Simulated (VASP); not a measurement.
# ZnS in VASP: a series of runs, part 2 of 2

VASP 6.6.1. Earlier steps stand in the parts before.

### Step 4. Relaxation of cell and atoms, PBE-based screened hybrid with 25 % exact exchange

POSCAR reads:

```
ZnS
1.0
    3.8110000000      0.0000000000      0.0000000000
   -1.9055000000      3.3004228138      0.0000000000
    0.0000000000      0.0000000000      6.2340000000
Zn S
2 2
Direct
    0.6666666667      0.3333333333      0.5000000000
    0.3333333333      0.6666666667      0.0000000000
    0.6666666667      0.3333333333      0.8850000000
    0.3333333333      0.6666666667      0.3850000000
```

INCAR.step1 reads:

```
PREC     = Accurate       # precision mode
ENCUT    = 600            # plane-wave cutoff, eV
EDIFF    = 1E-5           # SCF threshold, eV
ISMEAR   = -1             # smearing method
SIGMA    = 0.05           # smearing width, eV
LREAL    = False          # projectors in reciprocal space
LASPH    = True           # aspherical terms in the spheres
NELM     = 60             # most SCF steps
ALGO     = Normal         # electronic algorithm
LWAVE    = True           # write WAVECAR
LCHARG   = False          # write CHGCAR
GGA      = PE             # functional
NBANDS   = 26             # bands
KPAR     = 4
```

INCAR.step2 reads:

```
PREC     = Accurate       # precision mode
ENCUT    = 600            # plane-wave cutoff, eV
EDIFF    = 1E-6           # SCF threshold, eV
ISMEAR   = -1             # smearing method
SIGMA    = 0.05           # smearing width, eV
LREAL    = False          # projectors in reciprocal space
LASPH    = True           # aspherical terms in the spheres
NELM     = 60             # most SCF steps
ALGO     = Normal         # electronic algorithm
ISIF     = 3              # what is computed and relaxed
LWAVE    = False          # write WAVECAR
LCHARG   = False          # write CHGCAR
GGA      = PE             # functional
LHFCALC  = True           # exact exchange
AEXX     = 0.25           # exact-exchange fraction
HFSCREEN = 0.3            # screening, 1/A
PRECFOCK = Normal       
IBRION   = 2              # ionic algorithm
NSW      = 60             # ionic steps
EDIFFG   = -0.01          # ionic threshold
ISTART   = 1            
KPAR     = 4
```

KPOINTS reads:

```
regular mesh
0
Gamma
  4 4 3
```

Potentials or basis: VASP PAW PBE potentials, release 64 (Zn, S).

Command:

```console
cat potpaw_PBE.64/Zn/POTCAR potpaw_PBE.64/S/POTCAR > POTCAR
cp INCAR.step1 INCAR
mpirun -np 4 vasp_std > vasp.out
cp INCAR.step2 INCAR
mpirun -np 4 vasp_std > vasp.out
```

OUTCAR:

```text
PREC = Accurate
   ENCUT = 600
   EDIFF = 1E-6
   ISMEAR = -1
   LREAL = False
   LASPH = True
   NELM = 60
   ISIF = 3
   GGA = PE
   LHFCALC = True
   AEXX = 0.25
   HFSCREEN = 0.3
   PRECFOCK = Normal
   IBRION = 2
   NSW = 60
   EDIFFG = -0.01
   ISTART = 1

 ion  position               nearest neighbor table
   1  0.667  0.333  0.500-   4 2.31   4 2.31   4 2.31   3 2.40
   2  0.333  0.667  0.000-   3 2.31   3 2.31   3 2.31   4 2.40
   3  0.667  0.333  0.885-   2 2.31   2 2.31   2 2.31   1 2.40
   4  0.333  0.667  0.385-   1 2.31   1 2.31   1 2.31   2 2.40

  LATTYP: Found a hexagonal cell.
 ALAT       =     3.8110000000
 C/A-ratio  =     1.6357911309

  Lattice vectors:

 A1 = (   3.8110000000,   0.0000000000,   0.0000000000)
 A2 = (  -1.9055000000,   3.3004228138,   0.0000000000)
 A3 = (   0.0000000000,   0.0000000000,   6.2340000000)

Analysis of symmetry for initial positions (statically):
=====================================================================
 Subroutine PRICEL returns:
 Original cell was already a primitive cell.

 Routine SETGRP: Setting up the symmetry group for a
 hexagonal supercell.

 Subroutine GETGRP returns: Found 12 space group operations
 (whereof  6 operations were pure point group operations)
 out of a pool of 24 trial point group operations.

The static configuration has the point symmetry C_3v.
 The point group associated with its full space group is C_6v.

Analysis of symmetry for dynamics (positions and initial velocities):
=====================================================================
 Subroutine PRICEL returns:
 Original cell was already a primitive cell.

 Routine SETGRP: Setting up the symmetry group for a
 hexagonal supercell.

 Subroutine GETGRP returns: Found 12 space group operations
 (whereof  6 operations were pure point group operations)
 out of a pool of 24 trial point group operations.

[... 101 lines left out ...]
   EMIN   =  10.00;   EMAX   =-10.00  energy-range for DOS
   EFERMI =   0.00;   METHOD = LEGACY
   ISMEAR =    -1;   SIGMA  =   0.05  broadening in eV -4-tet -1-fermi 0-gaus
   EFERMI_NEDOS =   21; number of points for ismear=-14 and -15
   IALGO  =     38    algorithm
   IMIX   =      1    mixing-type and parameters
     AMIX     =   0.40;   BMIX     =  1.00
     AMIX_MAG =   1.60;   BMIX_MAG =  1.00
  volume/ion in A,a.u.               =      19.60       132.29
  Fermi-wavevector in a.u.,A,eV,Ry     =   1.262943  2.386617 21.701647  1.595026
  Thomas-Fermi vector in A             =   2.396326
   LORBIT       =      0    0 simple, 1 ext, 2 COOP (PROOUT), +10 PAW based schemes
   GGA     = PE    functional components
   LHFCALC =     T    Hartree Fock is set to
   PRECFOCK=normal    Normal, Fast or Accurate (Low or Medium for compatibility)
   ENCUT4O =  -1.0   cutoff for four orbital integrals eV
   NKREDX  =     1    reduce k-point grid by
   NKREDY  =     1    reduce k-point grid by
   NKREDZ  =     1    reduce k-point grid by
   AEXX    =    0.2500 exact exchange contribution
   HFSCREEN=    0.3000 screening length (either q_TF or 0.3 A-1)
   HFSCREENC=   0.3000 screening length for correlation (either q_TF or 0.3 A-1)
   ENCUTFOCK=  -1.0 apply spherical cutoff to Coloumb kernel
   IVDW    =     0    specifies the selected vdW correction
   LEPSILON=     F    determine dielectric tensor
   LRPA    =     F    only Hartree local field effects (RPA)
 conjugate gradient relaxation of ions
 non-spin polarized calculation
  energy-cutoff  :      600.00
  volume of cell :       78.41
 maximum number of plane-waves:      2629
  NGX = 24; NGY = 24; NGZ = 40

--------------------------------------- Ionic step        1  -------------------------------------------

 number of electron      36.0000045 magnetization

 Free energy of the ion-electron system (eV)
  ---------------------------------------------------
  ext. energy  EPLUGINS =         0.00000000
  ---------------------------------------------------
  free energy    TOTEN  =       -16.22742626 eV

  energy without entropy =      -16.22742626  energy(sigma->0) =      -16.22742626

------------------------ aborting loop because EDIFF is reached ----------------------------------------

  FORCE on cell =-STRESS in cart. coord.  units (eV):
  Direction    XX          YY          ZZ          XY          YZ          ZX
  --------------------------------------------------------------------------------------
  -------------------------------------------------------------------------------------
  Total        1.3938544      1.3938544      0.1314669      0.0000000     -0.0000000      0.0000000
  in kB       28.4808316     28.4808316      2.6862833      0.0000000     -0.0000000      0.0000000
  external PRESSURE =      19.8826488 kB  Pullay stress =       0.0000000 kB
[... 291 lines left out ...]
--------------------------------------- Ionic step        9  -------------------------------------------

 number of electron      36.0000011 magnetization

 Free energy of the ion-electron system (eV)
  ---------------------------------------------------
  ext. energy  EPLUGINS =         0.00000000
  ---------------------------------------------------
  free energy    TOTEN  =       -16.26081068 eV

  energy without entropy =      -16.26081068  energy(sigma->0) =      -16.26081068

 E-fermi :   2.4701     XC(G=0):  -8.0374

 val. band max:        1.3597328758   @ k =   0.0000   0.0000   0.0000
 cond. band min:       4.4803336257   @ k =   0.0000   0.0000   0.0000
 fundamental gap:      3.1206007499
 Fermi energy:         2.4701057160

 k-point     1 :       0.0000    0.0000    0.0000
  band No.  band energies     occupation
      1     -12.7691      2.00000
      2     -11.8100      2.00000
      3      -6.3739      2.00000
      4      -6.3607      2.00000
      5      -6.3607      2.00000
      6      -6.2860      2.00000
[... 220 lines left out ...]
  FREE ENERGIE OF THE ION-ELECTRON SYSTEM (eV)
  ---------------------------------------------------
  free  energy   TOTEN  =       -16.2608106757 eV

  energy  without entropy=      -16.2608106757  energy(sigma->0) =      -16.26081068

 reached required accuracy - stopping structural energy minimisation
```

Run time: 50 min. Hardware: 4 MPI ranks of AMD EPYC 7R13 (Zen 3), shared host; peak memory 0.32 GiB.

What came out:

```
Free energy                           : -16.2608 eV
Relaxed volume                        : 20.09 Å³/atom
Relaxed cell                          : a = 3.844 Å, b = 3.844 Å, c = 6.278 Å, α = 90.00°, β = 90.00°, γ = 120.00°
Space group after relaxing (to 0.1 Å) : P6_3mc (No. 186)
Energy gained by relaxing             : 8.3 meV/atom
Ionic steps                           : 9
Pressure after relaxing               : 0.0 GPa
Largest force after relaxing          : 0.005 eV/Å
Band gap on the k mesh                : 3.12 eV
```

Forces on the atoms (eV/Å):
```
Zn   0.000  0.000 -0.005
Zn   0.000  0.000 -0.005
S    0.000  0.000  0.005
S    0.000  0.000  0.005
```

The path:
| step | energy change (eV) | largest force (eV/Å) | pressure (GPa) | volume (Å³) |
| --- | --- | --- | --- | --- |
| 1 | 0.0000 | 0.3376 | 1.99 | 78.41 |
| 2 | -0.0271 | 0.0776 | -0.83 | 81.20 |
| 3 | -0.0281 | 0.1210 | -0.34 | 80.72 |
| 4 | -0.0310 | 0.0600 | -0.02 | 80.37 |
| 5 | -0.0317 | 0.0221 | 0.16 | 80.17 |
| 6 | -0.0318 | 0.0090 | 0.23 | 80.10 |
| 7 | -0.0332 | 0.0007 | 0.01 | 80.27 |
| 8 | -0.0334 | 0.0058 | -0.07 | 80.36 |
| 9 | -0.0334 | 0.0050 | -0.05 | 80.35 |

Final structure:
```
CELL_PARAMETERS angstrom
3.84426 0.00000 0.00000
-1.92213 3.32923 0.00000
0.00000 0.00000 6.27822
ATOMIC_POSITIONS crystal
Zn 0.66667 0.33333 0.50505
Zn 0.33333 0.66667 0.00505
S 0.66667 0.33333 0.87995
S 0.33333 0.66667 0.37995
```

Caveat: the k points lie up to 0.47 Å⁻¹ apart in the final cell; the PAW data sets were made with another functional, which shifts forces and pressure a little. Zero-point motion and thermal expansion aren't in these numbers.

### Step 5. Summary

```tsv
task	level	cell	k mesh	cutoff (eV)	smearing	dipole correction	grid for exact exchange (PRECFOCK)	share of exact exchange	tolerance level	purpose	gap on the mesh (eV)	pressure (GPa)	largest force (eV/Å)
single point	PBEsol-based global hybrid with 25 % exact exchange	a = 3.811, b = 3.811, c = 6.234 Å, angles 90.0, 90.0, 120.0°, 4 atoms, atomic positions A	4 × 4 × 3	520	fermi-dirac 0.05 eV	no	Normal	0.25	-	-	4.03	-1.1	0.33
single point	MS2	a = 3.811, b = 3.811, c = 6.296 Å, angles 90.0, 90.0, 120.0°, 4 atoms, atomic positions B	13 × 13 × 7	720	gaussian 0.03 eV	-	-	-	standard	stress	2.59	-0.7	0.62
relaxation of cell and atoms	PBE-based screened hybrid with 25 % exact exchange	relaxed from a = 3.811, b = 3.811, c = 6.234 Å, angles 90.0, 90.0, 120.0°, 4 atoms, atomic positions A	4 × 4 × 3	600	fermi-dirac 0.05 eV	no	Normal	0.25	-	-	3.12	0.0	0.01
```

Alike in all rows: potentials or basis VASP PAW PBE potentials, release 64 (Zn, S); no spin polarisation.

Caveats: some runs use coarse meshes; the PAW data sets were made with another functional, which shifts forces and pressure a little.

Total energies depend on the potentials used, so only differences within one code and one set of settings carry meaning.
